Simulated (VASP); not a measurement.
H14CO7: single point with PBE+D3(BJ)

The system is H14CO7.

```
O H C
1.0
     5.77700    0.00000    0.00000
     0.00000    5.77700    0.00000
     0.00000    0.00000    5.77700
O H C
7 14 1
Direct
  0.13697 0.75193 0.54324
  0.27753 0.79315 0.07978
  0.07301 0.37052 0.27358
  0.83002 0.32017 0.89581
  0.39713 0.33886 0.72979
  0.60859 0.79420 0.74508
  0.73183 0.05492 0.40268
  0.19434 0.79661 0.38911
  0.24303 0.82676 0.65074
  0.40673 0.84965 0.99202
  0.28785 0.63379 0.03668
  0.09418 0.50594 0.37843
  0.99050 0.23279 0.35331
  0.92346 0.35906 0.03677
  0.92631 0.22690 0.80377
  0.55782 0.29559 0.78927
  0.39136 0.50047 0.69109
  0.65389 0.84364 0.58909
  0.73152 0.67002 0.76289
  0.38761 0.09683 0.35503
  0.56168 0.37071 0.32015
  0.56194 0.17715 0.34634
```

```json
{"Program": "VASP 6.6.1", "Task": "single point", "Functional": "PBE", "Dispersion": "D3(BJ)", "Potentials or basis": "VASP PAW PBE potentials, release 64 (O, H, C)", "Cutoff": "520 eV", "k mesh": "1 × 1 × 1", "Occupations": "fermi-dirac, width 0.05 eV", "Spin": "no spin polarisation", "Dipole correction": "no", "Further INCAR settings": "LREAL = Auto; ALGO = Normal; EDIFF = 1e-07; NBANDS = 47"}
```

```json
{
 "Pressure": "0.2 GPa",
 "Largest force": "2.215 eV/Å",
 "Dispersion energy per atom": "-0.044 eV"
}
```

Forces in eV/Å, atoms in the order of the input:
```
O   -0.156  0.055 -0.408
O   -0.430  0.412  0.621
O   -0.549 -0.930  0.399
O   -0.947  1.108  0.741
O    0.471 -1.736  0.310
O    1.390 -1.707  0.244
O   -0.444  1.158 -0.999
H   -0.038  0.245 -0.075
H   -0.015 -0.066  0.130
H    0.930  0.767 -0.440
H   -0.352 -1.349 -0.019
H   -0.379 -0.933  0.213
H    0.712  1.686 -0.505
H   -0.030 -0.011  0.043
H    1.114 -1.029 -0.911
H   -1.026  0.933 -0.160
H    0.351  0.656 -0.120
H   -0.046  0.808 -0.344
H   -1.074  0.752  0.557
H    0.259  0.253 -0.499
H    0.526 -0.624 -0.321
C   -0.268 -0.448  1.540
```

Stress tensor (GPa, compression positive):
```
-0.44  1.46 -0.71
 1.46 -0.69 -0.04
-0.71 -0.04  1.61
```

Levels at points of the mesh, in eV from the Fermi level:
```tsv
k point	band 27	band 28	band 29	band 30	band 31	band 32	band 33	band 34
(0.00, 0.00, 0.00)	-1.67	-1.63	-1.46	-1.24	2.83	3.93	7.20	7.59
```

It took 27 s on 1 thread of Intel(R) Xeon(R) Platinum 8259CL CPU @ 2.50GHz (Skylake/Cascade Lake), with other jobs on the host, peak memory 0.32 GiB.

Caveat: the k points lie up to 1.09 Å⁻¹ apart.
